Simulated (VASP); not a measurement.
# Au (P6_3/mmc) in VASP: notebook

Runs on Au. Level: PBE. Tasks: relaxation of cell and atoms, relaxation of shape and atoms at fixed volume.

All numbers are computed with VASP 6.6.1; they aren't measurements. Logs are shortened: lines on timing, memory, paths and dates and some standing lists are left out, and cuts for length are marked.

## Step 1: The cell of the first run

It takes space group P6_3/mmc (No. 194, hexagonal). The conventional cell has a = 2.917 Å, b = 2.917 Å, c = 4.890 Å, α = 90.00°, β = 90.00°, γ = 120.00°. Au (site symmetry -6m2) has 12 Au at 2.92 to 2.97 Å within 3.8 Å.

This isn't the form of Au at room conditions, which is fcc.

## Step 2: Relaxation of cell and atoms, PBE

INCAR

```
SYSTEM = Au
PREC = Accurate
ENCUT = 600
EDIFF = 1E-6
ISMEAR = -1
SIGMA = 0.15
LREAL = .False.
LASPH = .True.
NELM = 100
ALGO = Fast
ISIF = 3
LWAVE = .False.
LCHARG = .False.
GGA = PE
IBRION = 2
NSW = 80
EDIFFG = -0.001
```

KPOINTS

```
Automatic mesh
0
Gamma
  18 18 10
  0 0 0
```

POSCAR

```
Au
1.0
    2.9169619366      0.0000000000      0.0000000000
   -1.4584809683      2.5261631389      0.0000000000
    0.0000000000      0.0000000000      4.8900308370
Au
2
Direct
    0.3333333333      0.6666666667      0.7500000000
    0.6666666667      0.3333333333      0.2500000000
```

Potentials or basis: VASP PAW PBE potentials, release 64 (Au).

Run with:

```console
$ cat potpaw_PBE.64/Au/POTCAR > POTCAR
$ mpirun -np 1 vasp_std > vasp.out
```

OUTCAR:

```text
SYSTEM = Au
   PREC = Accurate
   ENCUT = 600
   EDIFF = 1E-6
   ISMEAR = -1
   LREAL = .False.
   LASPH = .True.
   NELM = 100
   ISIF = 3
   GGA = PE
   IBRION = 2
   NSW = 80
   EDIFFG = -0.001

 ion  position               nearest neighbor table
   1  0.333  0.667  0.750-   2 2.97   2 2.97   2 2.97   2 2.97   2 2.97   2 2.97
   2  0.667  0.333  0.250-   1 2.97   1 2.97   1 2.97   1 2.97   1 2.97   1 2.97

  LATTYP: Found a hexagonal cell.
 ALAT       =     2.9169619366
 C/A-ratio  =     1.6764122890

  Lattice vectors:

 A1 = (   2.9169619366,   0.0000000000,   0.0000000000)
 A2 = (  -1.4584809683,   2.5261631389,   0.0000000000)
 A3 = (   0.0000000000,   0.0000000000,   4.8900308370)

Analysis of symmetry for initial positions (statically):
=====================================================================
 Subroutine PRICEL returns:
 Original cell was already a primitive cell.

 Routine SETGRP: Setting up the symmetry group for a
 hexagonal supercell.

 Subroutine GETGRP returns: Found 24 space group operations
 (whereof 12 operations were pure point group operations)
 out of a pool of 24 trial point group operations.

The static configuration has the point symmetry D_3d.
 The point group associated with its full space group is D_6h.

Analysis of symmetry for dynamics (positions and initial velocities):
=====================================================================
 Subroutine PRICEL returns:
 Original cell was already a primitive cell.

 Routine SETGRP: Setting up the symmetry group for a
 hexagonal supercell.

 Subroutine GETGRP returns: Found 24 space group operations
 (whereof 12 operations were pure point group operations)
 out of a pool of 24 trial point group operations.

The dynamic configuration has the point symmetry D_3d.
 The point group associated with its full space group is D_6h.

 Subroutine INISYM returns: Found 24 space group operations
 (whereof 12 operations are pure point group operations),
 and found     1 'primitive' translations

----------------------------------------------------------------------------------------

                                     Primitive cell

  volume of cell :      36.0333

  direct lattice vectors                    reciprocal lattice vectors
     2.916961937  0.000000000  0.000000000     0.342822437  0.197928626  0.000000000
    -1.458480968  2.526163139  0.000000000     0.000000000  0.395857253  0.000000000
     0.000000000  0.000000000  4.890030837     0.000000000  0.000000000  0.204497688

  length of vectors
     2.916961937  2.916961937  4.890030837     0.395857253  0.395857253  0.204497688

  position of ions in fractional coordinates (direct lattice)
     0.333333333  0.666666667  0.750000000
     0.666666667  0.333333333  0.250000000

  ion indices of the primitive-cell ions
   primitive index   ion index
                 1           1
                 2           2

----------------------------------------------------------------------------------------

 KPOINTS: Automatic mesh

Automatic generation of k-mesh.
 Grid dimensions read from file:
 generate k-points for:   18   18   10

 Generating k-lattice:

  Cartesian coordinates                     Fractional coordinates (reciprocal lattice)
     0.019045691  0.010996035  0.000000000     0.055555556 -0.000000000  0.000000000
     0.000000000  0.021992070  0.000000000     0.000000000  0.055555556  0.000000000
     0.000000000  0.000000000  0.020449769     0.000000000  0.000000000  0.100000000

  Length of vectors
     0.021992070  0.021992070  0.020449769

  Shift w.r.t. Gamma in fractional coordinates (k-lattice)
     0.000000000  0.000000000  0.000000000

 Subroutine IBZKPT returns following result:
 ===========================================

 Found    222 irreducible k-points:

 Following reciprocal coordinates:
            Coordinates               Weight
  0.000000  0.000000  0.000000      1.000000
  0.055556 -0.000000  0.000000      6.000000
  0.111111 -0.000000  0.000000      6.000000
  0.166667  0.000000  0.000000      6.000000
  0.222222  0.000000  0.000000      6.000000
  0.277778  0.000000  0.000000      6.000000
[... 16 lines left out ...]
  0.333333  0.111111  0.000000     12.000000
  0.388889  0.111111  0.000000     12.000000
 [... further k-points ...]
   k-points           NKPTS =    222   k-points in BZ     NKDIM =    222   number of bands    NBANDS=     15
   number of dos      NEDOS =    301   number of ions     NIONS =      2
   total plane-waves  NPLWV =  23040
   dimension x,y,z NGX =    24 NGY =   24 NGZ =   40
   dimension x,y,z NGXF=    48 NGYF=   48 NGZF=   80
   ions per type =               2
   NGX,Y,Z   is equivalent  to a cutoff of  13.68, 13.68, 13.60 a.u.
   NGXF,Y,Z  is equivalent  to a cutoff of  27.36, 27.36, 27.20 a.u.
 SYSTEM =  Au
   PREC   = accura    normal or accurate (medium, high low for compatibility)
   ISTART =      0    job   : 0-new  1-cont  2-samecut
   ICHARG =      2    charge: 1-file 2-atom 10-const
   ISPIN  =      1    spin polarized calculation?
   LNONCOLLINEAR =      F non collinear calculations
   LSORBIT =      F    spin-orbit coupling
   LASPH  =      T    aspherical Exc in radial PAW
   ENCUT  =  600.0 eV  44.10 Ry    6.64 a.u.   5.83  5.83  9.77*2*pi/ulx,y,z
   NELM   =    100;   NELMIN=  2; NELMDL= -5     # of ELM steps
   EDIFF  = 0.1E-05   stopping-criterion for ELM
   LREAL  =      F    real-space projection
   EDIFFG = -.1E-02   stopping-criterion for IOM
   NSW    =     80    number of steps for IOM
   IBRION =      2    ionic relax: 0-MD 1-quasi-New 2-CG
   NFREE  =      1    steps in history (QN), initial steepest desc. (CG)
   ISIF   =      3    stress and relaxation
   ISYM   =      2    0-nonsym 1-usesym 2-fastsym
   POTIM  = 0.5000    time-step for ionic-motion
   TEBEG  =    0.0;   TEEND  =   0.0 temperature during run
   PSTRESS=    0.0 pullay stress
   NELECT =      22.0000    total number of electrons
   NUPDOWN=      -1.0000    fix difference up-down
   EMIN   =  10.00;   EMAX   =-10.00  energy-range for DOS
   EFERMI =   0.00;   METHOD = LEGACY
   ISMEAR =    -1;   SIGMA  =   0.15  broadening in eV -4-tet -1-fermi 0-gaus
   EFERMI_NEDOS =   21; number of points for ismear=-14 and -15
   IALGO  =     68    algorithm
   IMIX   =      4    mixing-type and parameters
     AMIX     =   0.40;   BMIX     =  1.00
     AMIX_MAG =   1.60;   BMIX_MAG =  1.00
  volume/ion in A,a.u.               =      18.02       121.58
  Fermi-wavevector in a.u.,A,eV,Ry     =   1.388826  2.624500 26.243426  1.928837
  Thomas-Fermi vector in A             =   2.512915
   LORBIT       =      0    0 simple, 1 ext, 2 COOP (PROOUT), +10 PAW based schemes
   GGA     = PE    functional components
   LHFCALC =     F    Hartree Fock is set to
   AEXX    =    0.0000 exact exchange contribution
   IVDW    =     0    specifies the selected vdW correction
   LEPSILON=     F    determine dielectric tensor
   LRPA    =     F    only Hartree local field effects (RPA)
 conjugate gradient relaxation of ions
 non-spin polarized calculation
 RMM-DIIS sequential band-by-band and
  energy-cutoff  :      600.00
  volume of cell :       36.03
 maximum number of plane-waves:      1224
 NGX is ok and might be reduce to    24
   NGX = 11   NGY = 11   NGZ = 19

--------------------------------------- Ionic step        1  -------------------------------------------

 number of electron      21.9999999 magnetization

 Free energy of the ion-electron system (eV)
  ---------------------------------------------------
  ext. energy  EPLUGINS =         0.00000000
  ---------------------------------------------------
  free energy    TOTEN  =        -6.45044807 eV

  energy without entropy =       -6.40302488  energy(sigma->0) =       -6.42673647

------------------------ aborting loop because EDIFF is reached ----------------------------------------

  FORCE on cell =-STRESS in cart. coord.  units (eV):
  Direction    XX          YY          ZZ          XY          YZ          ZX
  --------------------------------------------------------------------------------------
  -------------------------------------------------------------------------------------
  Total       -0.0453814     -0.0453814     -0.0372455      0.0000000     -0.0000000      0.0000000
  in kB       -2.0178322     -2.0178322     -1.6560759      0.0000000     -0.0000000      0.0000000
  external PRESSURE =      -1.8972468 kB  Pullay stress =       0.0000000 kB
[... 89 lines left out ...]
  FREE ENERGIE OF THE ION-ELECTRON SYSTEM (eV)
  ---------------------------------------------------
  free  energy   TOTEN  =        -6.4504864295 eV

  energy  without entropy=       -6.4030676687  energy(sigma->0) =       -6.42677705

[... ionic steps 4 to 30 ...]

--------------------------------------- Ionic step       31  -------------------------------------------

 number of electron      21.9999999 magnetization

------------------------ aborting loop because EDIFF is reached ----------------------------------------

  FORCE on cell =-STRESS in cart. coord.  units (eV):
  Direction    XX          YY          ZZ          XY          YZ          ZX
  --------------------------------------------------------------------------------------
  -------------------------------------------------------------------------------------
  Total        0.0103123      0.0103123      0.0076108      0.0000000      0.0000000      0.0000000
  in kB        0.4592895      0.4592895      0.3389698      0.0000000      0.0000000      0.0000000
  external PRESSURE =       0.4191829 kB  Pullay stress =       0.0000000 kB
[... 57 lines left out ...]
  energy  without entropy=       -6.4030694855  energy(sigma->0) =       -6.42677816

--------------------------------------- Ionic step       33  -------------------------------------------

 number of electron      21.9999999 magnetization

 Free energy of the ion-electron system (eV)
  ---------------------------------------------------
  ext. energy  EPLUGINS =         0.00000000
  ---------------------------------------------------
  free energy    TOTEN  =        -6.45048698 eV

  energy without entropy =       -6.40306896  energy(sigma->0) =       -6.42677797

 E-fermi :   8.5767     XC(G=0): -12.3942

 val. band max:        8.5702394699   @ k =   0.2222   0.1111   0.3000
 cond. band min:       8.5851089136   @ k =   0.4444   0.0000   0.5000
 fundamental gap:      0.0148694438
 Fermi energy:         8.5767356247

 k-point     1 :       0.0000    0.0000    0.0000
  band No.  band energies     occupation
      1      -0.7002      2.00000
      2       1.6811      2.00000
      3       4.0296      2.00000
      4       4.2807      2.00000
      5       4.2807      2.00000
      6       4.5645      2.00000
      7       4.5645      2.00000
      8       5.1928      2.00000
      9       5.1928      2.00000
     10       6.4442      2.00000
     11       6.4442      2.00000
     12       7.7166      1.99356
     13      11.0324      0.00000
     14      23.1951      0.00000
     15      24.2883      0.00000
[... 397 lines left out ...]
 k-point    24 :       0.3889    0.1111    0.0000
  band No.  band energies     occupation
      1       2.4091      2.00000
      2       2.4647      2.00000
      3       2.7777      2.00000
      4       4.2110      2.00000
      5       4.4880      2.00000
      6       4.6059      2.00000
      7       4.7612      2.00000
      8       6.4131      2.00000
      9       6.5488      2.00000
     10       6.6757      1.99999
     11       8.4721      1.33515
     12      11.3308      0.00000
     13      13.7035      0.00000
     14      15.7535      0.00000
     15      16.2512      0.00000

 [... further k-points ...]

------------------------ aborting loop because EDIFF is reached ----------------------------------------

  FORCE on cell =-STRESS in cart. coord.  units (eV):
  Direction    XX          YY          ZZ          XY          YZ          ZX
  --------------------------------------------------------------------------------------
  -------------------------------------------------------------------------------------
  Total        0.0001365      0.0001365      0.0017712      0.0000000      0.0000000      0.0000000
  in kB        0.0060809      0.0060809      0.0788789      0.0000000      0.0000000      0.0000000
  external PRESSURE =       0.0303469 kB  Pullay stress =       0.0000000 kB
[... 17 lines left out ...]
  FREE ENERGIE OF THE ION-ELECTRON SYSTEM (eV)
  ---------------------------------------------------
  free  energy   TOTEN  =        -6.4504869795 eV

  energy  without entropy=       -6.4030689641  energy(sigma->0) =       -6.42677797

 reached required accuracy - stopping structural energy minimisation
```

Wall time 9.1 min (1 thread of Intel Xeon Platinum 8259CL at 2.50GHz (Skylake/Cascade Lake), shared host); peak memory 0.27 GiB.

Results:

* Free energy: -6.4505 eV
* Relaxed volume: 17.99 Å³/atom
* Relaxed cell: a = 2.915 Å, b = 2.915 Å, c = 4.888 Å, α = 90.00°, β = 90.00°, γ = 120.00°
* Space group after relaxing (to 0.1 Å): P6_3/mmc (No. 194)
* Energy gained by relaxing: 0.0 meV/atom
* Ionic steps: 33
* Pressure after relaxing: 0.0 GPa
* Band gap on the k mesh: zero (bands 11 and 12 overlap by 6.59 eV)

Final structure:
```cif
data_structure
_symmetry_space_group_name_H-M 'P 1'
_symmetry_Int_Tables_number 1
_cell_length_a 2.9153
_cell_length_b 2.9153
_cell_length_c 4.8881
_cell_angle_alpha 90.000
_cell_angle_beta 90.000
_cell_angle_gamma 120.000
_cell_volume 35.98
loop_
_atom_site_label
_atom_site_type_symbol
_atom_site_fract_x
_atom_site_fract_y
_atom_site_fract_z
_atom_site_occupancy
Au1 Au 0.33333 0.66667 0.75000 1
Au2 Au 0.66667 0.33333 0.25000 1
```

Caveat: spin-orbit coupling is left out, which moves the levels of the heavy elements.

## Step 3: Relaxation of cell and atoms, PBE, target pressure 5 GPa, at which the enthalpy is minimised

INCAR

```
SYSTEM = Au
PREC = Accurate
ENCUT = 600
EDIFF = 1E-7
ISMEAR = -1
SIGMA = 0.15
LREAL = .False.
LASPH = .True.
NELM = 80
ALGO = Fast
ISIF = 3
LWAVE = .False.
LCHARG = .False.
GGA = PE
IBRION = 2
NSW = 80
EDIFFG = -0.001
PSTRESS = 50.0
```

KPOINTS

```
regular mesh
0
Gamma
  18 18 10
  0 0 0
```

POSCAR

```
Au
1.0
    2.9158697421      0.0000000000      0.0000000000
   -1.4579348710      2.5252172708      0.0000000000
    0.0000000000      0.0000000000      4.8913943034
Au
2
Direct
    0.3333333333      0.6666666667      0.7500000000
    0.6666666667      0.3333333333      0.2500000000
```

Potentials or basis: VASP PAW PBE potentials, release 64 (Au).

Run with:

```console
$ cat potpaw_PBE.64/Au/POTCAR > POTCAR
$ mpirun -np 1 vasp_std > vasp.out
```

Wall time 7.8 min (1 thread of Intel Xeon Platinum 8259CL at 2.50GHz (Skylake/Cascade Lake), shared host); peak memory 0.28 GiB.

It converged, with:

* Free energy: -6.4330 eV
* Relaxed volume: 17.40 Å³/atom
* Relaxed cell: a = 2.886 Å, b = 2.886 Å, c = 4.825 Å, α = 90.00°, β = 90.00°, γ = 120.00°
* Space group after relaxing (to 0.1 Å): P6_3/mmc (No. 194)
* Energy change on relaxing (the run minimises the enthalpy): +8.8 meV/atom
* Ionic steps: 9
* Pressure after relaxing: 5.0 GPa
* Band gap on the k mesh: zero (bands 11 and 12 overlap by 6.82 eV)

Step by step:
| step | energy change (eV) | largest force (eV/Å) | pressure (GPa) | volume (Å³) |
| --- | --- | --- | --- | --- |
| 1 | 0.0000 | 0.0000 | -0.17 | 36.02 |
| 2 | 0.1224 | 0.0000 | 14.82 | 33.07 |
| 3 | 0.0169 | 0.0000 | 4.88 | 34.83 |
| 4 | 0.0177 | 0.0000 | 5.03 | 34.81 |
| 5 | 0.0177 | 0.0000 | 5.03 | 34.80 |
| 6 | 0.0177 | 0.0000 | 5.03 | 34.80 |
| 7 | 0.0171 | 0.0000 | 4.94 | 34.82 |
| 8 | 0.0176 | 0.0000 | 5.01 | 34.81 |
| 9 | 0.0175 | 0.0000 | 5.00 | 34.81 |

Final structure:
```
CELL_PARAMETERS angstrom
2.88611 0.00000 0.00000
-1.44305 2.49944 0.00000
0.00000 0.00000 4.82545
ATOMIC_POSITIONS crystal
Au 0.33333 0.66667 0.75000
Au 0.66667 0.33333 0.25000
```

Levels at points of the mesh, in eV from the Fermi level:
| k point | band 9 | band 10 | band 11 | band 12 | band 13 | band 14 |
| --- | --- | --- | --- | --- | --- | --- |
| (0.00, 0.00, 0.00) | -3.51 | -2.17 | -2.17 | -1.00 | 2.65 | 14.59 |
| (0.50, 0.00, 0.00) | -1.87 | -1.69 | 0.37 | 1.53 | 5.75 | 7.26 |
| (0.00, 0.00, 0.50) | -2.61 | -2.61 | -2.61 | -2.61 | 10.61 | 10.61 |
| (0.50, 0.00, 0.50) | -1.77 | -1.77 | 0.51 | 0.51 | 3.87 | 3.87 |

Caveat: the cell is relaxed towards a set pressure, so the run minimises the enthalpy, not the energy; spin-orbit coupling is left out, which moves the levels of the heavy elements.

## Step 4: Relaxation of shape and atoms at fixed volume, PBE (18.37 Å³/atom)

This run uses another cell than the first one, of 18.37 Å³/atom.

INCAR

```
  PREC = Accurate
  ENCUT = 600
  EDIFF = 1E-7
  ISMEAR = -1
  SIGMA = 0.15
  LREAL = False
  LASPH = True
  NELM = 100
  ALGO = Fast
  ISIF = 4
  LWAVE = False
  LCHARG = False
  GGA = PE
  IBRION = 2
  NSW = 80
  EDIFFG = -0.001
```

KPOINTS

```
regular mesh
0
Gamma
  18 18 10
```

POSCAR

```
Au
1.0
    2.9351807005      0.0000000000      0.0000000000
   -1.4675903502      2.5419410513      0.0000000000
    0.0000000000      0.0000000000      4.9237885872
Au
2
Direct
    0.3333333333      0.6666666667      0.7500000000
    0.6666666667      0.3333333333      0.2500000000
```

Run with:

```console
$ cat potpaw_PBE.64/Au/POTCAR > POTCAR
$ mpirun -np 1 vasp_std > vasp.out
```

Wall time 2.9 min (1 thread of Intel Xeon Platinum 8259CL at 2.50GHz (Skylake/Cascade Lake), shared host); peak memory 0.26 GiB.

It converged, with:

```
Free energy               : -6.4441 eV
Energy gained by relaxing : 0.0 meV/atom
Ionic steps               : 4
Pressure after relaxing   : -2.7 GPa
Band gap on the k mesh    : zero (bands 11 and 12 overlap by 6.45 eV)
```

Final structure:
```
Au
1.0
     2.93296    0.00000    0.00000
    -1.46648    2.54002    0.00000
     0.00000    0.00000    4.93123
Au
2
Cartesian
  0.0000 1.6933 3.6984
  1.4665 0.8467 1.2328
```

Levels at points of the mesh, in eV from the Fermi level:
| k point | band 8 | band 9 | band 10 | band 11 | band 12 | band 13 | band 14 | band 15 |
| --- | --- | --- | --- | --- | --- | --- | --- | --- |
| (0.00, 0.00, 0.00) | -3.31 | -3.31 | -2.11 | -2.11 | -0.78 | 2.33 | 14.64 | 15.64 |
| (0.50, 0.00, 0.00) | -1.91 | -1.83 | -1.67 | 0.38 | 1.42 | 5.57 | 6.84 | 7.05 |
| (0.00, 0.00, 0.50) | -4.23 | -2.52 | -2.52 | -2.52 | -2.52 | 10.13 | 10.13 | 14.90 |
| (0.50, 0.00, 0.50) | -2.28 | -1.74 | -1.74 | 0.64 | 0.64 | 3.60 | 3.60 | 12.89 |

Caveat: spin-orbit coupling is left out, which moves the levels of the heavy elements.

## Step 5: Overview

| task | cell | gap on the mesh (eV) | pressure (GPa) |
| --- | --- | --- | --- |
| relaxation of cell and atoms | relaxed from a = 2.917, b = 2.917, c = 4.890 Å, angles 90.0, 90.0, 120.0°, 2 atoms | none | 0.0 |
| relaxation of cell and atoms | relaxed to 5 GPa from a = 2.916, b = 2.916, c = 4.891 Å, angles 90.0, 90.0, 120.0°, 2 atoms | none | 5.0 |
| relaxation of shape and atoms at fixed volume | relaxed from a = 2.935, b = 2.935, c = 4.924 Å, angles 90.0, 90.0, 120.0°, 2 atoms | none | -2.7 |

Alike in all rows: level PBE; potentials or basis VASP PAW PBE potentials, release 64 (Au); no spin polarisation; k mesh 18 × 18 × 10; cutoff (eV) 600; smearing fermi-dirac 0.15 eV.

Caveats: spin-orbit coupling is left out, which moves the levels of the heavy elements; the cell is relaxed towards a set pressure, so the run minimises the enthalpy, not the energy (at least some runs).

Absolute energies hang on the potentials; compare differences alone.

The gap in the log of VASP goes by the Fermi energy; the results here count the filled bands.